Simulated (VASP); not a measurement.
A run of VASP 6.6.1 is set up as follows.

INCAR

```
SYSTEM = PbSe2
ALGO     = Normal         ! electronic algorithm
EDIFF    = 1E-7           ! SCF threshold, eV
ENCUT    = 520            ! plane-wave cutoff, eV
GGA      = PS             ! functional
ISIF     = 2              ! what is computed and relaxed
ISMEAR   = -1             ! smearing method
LASPH    = .True.         ! aspherical terms in the spheres
LCHARG   = .False.        ! write CHGCAR
LREAL    = .False.        ! projectors in reciprocal space
LWAVE    = .False.        ! write WAVECAR
NBANDS   = 35             ! bands
NELM     = 80             ! most SCF steps
PREC     = Accurate       ! precision mode
SIGMA    = 0.03           ! smearing width, eV
```

The input KPOINTS:

```
k-points
0
Gamma
  4 4 6
  0 0 0
```

File POSCAR:

```
PbSe2
1.0
    6.5455534602      0.0000000000      0.0000000000
    0.0000000000      6.5455534602      0.0000000000
    0.0000000000      0.0000000000      4.2482273131
Pb Se
2 4
Direct
    0.0000000000      0.0000000000      0.0000000000
    0.5000000000      0.5000000000      0.5000000000
    0.3028878725      0.3028878725      0.0000000000
    0.1971121275      0.8028878725      0.5000000000
    0.8028878725      0.1971121275      0.5000000000
    0.6971121275      0.6971121275      0.0000000000
```

Potentials or basis: VASP PAW PBE potentials, release 64 (Pb_d, Se).

Command:

```bash
$ cat potpaw_PBE.64/Pb_d/POTCAR potpaw_PBE.64/Se/POTCAR > POTCAR
$ mpirun -np 1 vasp_std > vasp.out
```

Q: Predict the pressure.

A: 0.1 GPa.

Caveat: the PAW data sets were made with another functional, which shifts forces and pressure a little.
